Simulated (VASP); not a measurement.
**MgB2: single point with PBEsol**

The system is MgB2.

```
CELL_PARAMETERS angstrom
3.04373 0.00000 0.00000
-1.52187 2.63595 0.00000
0.00000 0.00000 3.45348
ATOMIC_POSITIONS crystal
Mg 0.00000 0.00000 0.00000
B 0.33333 0.66667 0.50000
B 0.66667 0.33333 0.50000
```

```
Program             : VASP 6.6.1
Task                : single point
Functional          : PBEsol
Potentials or basis : VASP PAW PBE potentials, release 64 (Mg, B)
Cutoff              : 520 eV
k mesh              : 16 × 16 × 12
Occupations         : fermi-dirac, width 0.1 eV
Spin                : no spin polarisation
```

* Pressure: 4.0 GPa
* Band gap on the k mesh: zero (bands 4 and 5 overlap by 3.14 eV)

Stress tensor (GPa, compression positive):
```
4.07 0.00 0.00
0.00 4.07 0.00
0.00 0.00 3.87
```

Levels at points of the mesh, in eV from the Fermi level:
| k point | band 1 | band 2 | band 3 | band 4 | band 5 | band 6 | band 7 | band 8 |
| --- | --- | --- | --- | --- | --- | --- | --- | --- |
| (0.00, 0.00, 0.00) | -12.66 | -2.94 | 0.39 | 0.39 | 1.87 | 6.44 | 6.44 | 8.54 |
| (0.50, 0.00, 0.00) | -8.64 | -8.02 | -2.23 | 0.26 | 3.24 | 3.92 | 5.64 | 7.61 |
| (0.00, 0.00, 0.50) | -11.29 | -7.63 | 0.81 | 0.81 | 6.75 | 6.75 | 8.18 | 10.54 |
| (0.50, 0.00, 0.50) | -7.59 | -7.05 | -3.68 | -1.92 | -1.33 | 5.97 | 9.15 | 9.16 |

Wall time 72 s on 1 thread of Intel Xeon 8259CL, with other jobs on the host, peak memory 0.2 GiB.

Caveat: the cell stands under pressure; the PAW data sets were made with another functional, which shifts forces and pressure a little.
